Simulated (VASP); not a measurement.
Input of a VASP 6.6.1 run:

File INCAR:

```
  PREC = Accurate
  ENCUT = 600
  EDIFF = 1E-6
  ISMEAR = 0
  SIGMA = 0.023
  LREAL = F
  LASPH = T
  NELM = 120
  ALGO = Normal
  ISIF = 2
  LWAVE = F
  LCHARG = T
  GGA = PE
  LELF = T
  LVHAR = T
  NBANDS = 11
  GGA_COMPAT = F
```

File KPOINTS:

```
Automatic mesh
0
Gamma
  11 11 11
```

File POSCAR:

```
AlN
1.0
    0.0000000000      2.0345180000      2.0345180000
    2.0345180000      0.0000000000      2.0345180000
    2.0345180000      2.0345180000      0.0000000000
Al N
1 1
Direct
    0.5000000000      0.5000000000      0.5000000000
    0.0000000000      0.0000000000      0.0000000000
```

Potentials or basis: VASP PAW PBE potentials, release 64 (Al, N).

The run is started by

```console
$ cat potpaw_PBE.64/Al/POTCAR potpaw_PBE.64/N/POTCAR > POTCAR
$ mpirun -np 1 vasp_std > vasp.out
```

Task: What does it give for the pressure?

Result: -0.1 GPa.

Task: Estimate the band gap on the k mesh.

Result: 4.55 eV, indirect (least direct gap 5.41 eV).

A k mesh can miss the band edges. Expect the measured gap to be larger: semilocal functionals such as PBE lack the derivative discontinuity.
